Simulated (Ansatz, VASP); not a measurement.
# Sb: VASP beside Ansatz

```
Sb
1.0
     2.15060    1.24165    3.78144
    -2.15060    1.24165    3.78144
     0.00000   -2.48330    3.78144
Sb
2
Direct
  0.23364 0.23364 0.23364
  0.76636 0.76636 0.76636
```

Change from the starting cell: zz strain of +1 %, PAW files.

Alike in both runs: task electric field gradients; functional PBEsol; k mesh 9 × 9 × 9; occupations fermi-dirac, width 0.05 eV; no spin polarisation.

```csv
,VASP,Ansatz
version,VASP 6.6.1,Ansatz 0.2.0
potentials or method,"VASP PAW PBE potentials, release 64 (Sb_d_GW)","PAW with Ansatz's default frozen-core files, scalar-relativistic"
plane-wave cutoff (eV),400,420
valence electrons in the cell,30,30
```

|  | VASP | Ansatz | Ansatz less VASP |
| --- | --- | --- | --- |
| rms of the force components (eV/Å) | 0.046 | 0.045 | -0.0006 |
| size of Vzz on the site where it differs most (V/Å²) | 42.3 | 43.7 | +1.41 |

VASP's potentials were made for PBE, not for PBEsol. Atom by atom the forces differ by 0.001 eV/Å (rms over components).

Neither program's run includes spin-orbit coupling.
